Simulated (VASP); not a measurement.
A run of VASP 6.6.1 is set up as follows.

Contents of INCAR:

```
SYSTEM = PtS2
PREC     = Accurate       ! precision mode
ENCUT    = 520            ! plane-wave cutoff, eV
EDIFF    = 1E-7           ! SCF threshold, eV
ISMEAR   = 0              ! smearing method
SIGMA    = 0.05           ! smearing width, eV
LREAL    = .False.        ! projectors in reciprocal space
LASPH    = .True.         ! aspherical terms in the spheres
NELM     = 100            ! most SCF steps
ALGO     = Normal         ! electronic algorithm
ISIF     = 2              ! what is computed and relaxed
LWAVE    = .False.        ! write WAVECAR
LCHARG   = .True.         ! write CHGCAR
GGA      = PS             ! functional
LELF     = .True.         ! ELF
LVHAR    = .True.       
NBANDS   = 31             ! bands
```

Contents of KPOINTS:

```
regular mesh
0
Gamma
  7 7 3
  0 0 0
```

The input POSCAR:

```
PtS2
1.0
    3.5431995400      0.0000000000      0.0000000000
   -1.7715997700      3.0685008100      0.0000000000
    0.0000000000      0.0000000000     10.0776001800
Pt S
2 4
Direct
    0.0000000000      0.0000000000      0.0000000000
    0.0000000000      0.0000000000      0.5000000000
    0.3333333333      0.6666666667      0.1250000000
    0.6666666667      0.3333333333      0.3750000000
    0.3333333333      0.6666666667      0.6250000000
    0.6666666667      0.3333333333      0.8750000000
```

Potentials or basis: VASP PAW PBE potentials, release 64 (Pt, S).

Command:

```console
$ cat potpaw_PBE.64/Pt/POTCAR potpaw_PBE.64/S/POTCAR > POTCAR
$ mpirun -np 1 vasp_std > vasp.out
```

What does it give for the band gap on the k mesh?

0.38 eV.

What does it give for the pressure?

-3.1 GPa.

Estimate the largest force.

0.591 eV/Å.

Forces on the atoms (eV/Å):
```
Pt   0.000  0.000  0.000
Pt   0.000  0.000  0.000
S    0.000  0.000 -0.591
S    0.000  0.000  0.591
S    0.000  0.000 -0.591
S    0.000  0.000  0.591
```

Caveat: the cell stands under tension; the PAW data sets were made with another functional, which shifts forces and pressure a little; spin-orbit coupling is left out, which moves the levels of the heavy elements; an odd mesh through Γ misses points on the zone boundary, where band edges can lie.
